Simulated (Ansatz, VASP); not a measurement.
**CdSe in VASP and in Ansatz**

```
Cd Se
1.0
     4.30000    0.00000    0.00000
    -2.15000    3.72391    0.00000
     0.00000    0.00000    7.02000
Cd Se
2 2
Direct
  0.33333 0.66667 0.00000
  0.66667 0.33333 0.50000
  0.33333 0.66667 0.38500
  0.66667 0.33333 0.88500
```

Alike in both runs: task relaxation of cell and atoms; functional PBEsol; k mesh 8 × 8 × 4; occupations fermi-dirac, width 0.1 eV; no spin polarisation.

```csv
,VASP,Ansatz
version,VASP 6.6.1,Ansatz 0.2.0
potentials or method,"VASP PAW PBE potentials, release 64 (Cd, Se)","PAW with Ansatz's default frozen-core files, scalar-relativistic"
plane-wave cutoff (eV),600,420
valence electrons in the cell,36,72
```

|  | VASP | Ansatz | Ansatz less VASP |
| --- | --- | --- | --- |
| relaxed volume (Å³/atom) | 28.30 | 28.13 | -0.173 |
| relaxed length of the cell vector where the two differ most in proportion (Å) | 4.310 | 4.301 | -0.0091 |

VASP's potentials were made for PBE, not for PBEsol. VASP's potentials hold 36 valence electrons a cell and Ansatz's 72, so a difference there can come from the potentials and not from the codes.
